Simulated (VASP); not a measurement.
Runs of VASP 6.6.1 on Li. The structure is that of space group Fm-3m (No. 225), or close to it. The cells are those of the table. 

| task | cell | cutoff (eV) | gap on the mesh (eV) | pressure (GPa) |
| --- | --- | --- | --- | --- |
| electric field gradients | a = 3.130 Å, angles 59.3°, 1 atom | 650 | none | -0.8 |
| electric field gradients | a = 3.161, b = 3.161, c = 3.208 Å, angles 59.5, 59.5, 61.0°, 1 atom | 650 | none | -1.4 |
| electric field gradients | a = 3.130, b = 3.130, c = 3.145 Å, angles 59.8, 59.8, 60.3°, 1 atom | 650 | none | (a) |
| single point | a = 3.130 Å, angles 59.3°, 1 atom | 750 | none | -0.8 |

Alike in all rows: level PBE; potentials or basis VASP PAW PBE potentials, release 64 (Li_sv); no spin polarisation; k mesh 13 × 13 × 13; smearing fermi-dirac 0.08 eV.

Problem. Estimate the missing entries.

Solution. (a) -1.1.

A gap of «none» marks levels without a gap at the run's occupations.
